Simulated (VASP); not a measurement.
Runs of VASP 6.6.1 on Li2Se. The structure is that of space group Fm-3m (No. 225), or close to it. The cells are those of the table. 

```tsv
cell	gap on the mesh (eV)	pressure (GPa)	largest force (eV/Å)
a = 4.246, b = 4.246, c = 4.232 Å, angles 60.1, 60.1, 60.2°, 3 atoms	2.80	-2.6	0.01
a = 4.246, b = 4.246, c = 4.260 Å, angles 59.9, 59.9, 59.8°, 3 atoms	2.80	-2.6	0.01
a = 4.246, b = 4.246, c = 4.274 Å, angles 59.8, 59.8, 59.6°, 3 atoms	2.79	-2.6	0.01
a = 4.246, b = 4.246, c = 4.218 Å, angles 60.2, 60.2, 60.4°, 3 atoms	2.79	-2.6	0.01
a = 4.246, b = 4.246, c = 4.204 Å, angles 60.3, 60.3, 60.7°, 3 atoms	(a)	-2.6	0.02
```

Alike in all rows: task single point; level LDA; potentials or basis VASP PAW LDA potentials, release 64 (Li_sv, Se); no spin polarisation; k mesh 6 × 6 × 6; cutoff (eV) 750; smearing gaussian 0.02 eV.

Task: Fill in the values left out.

Result: (a) 2.78.

A k mesh can miss the band edges, and the runs leave out spin-orbit coupling on Se.
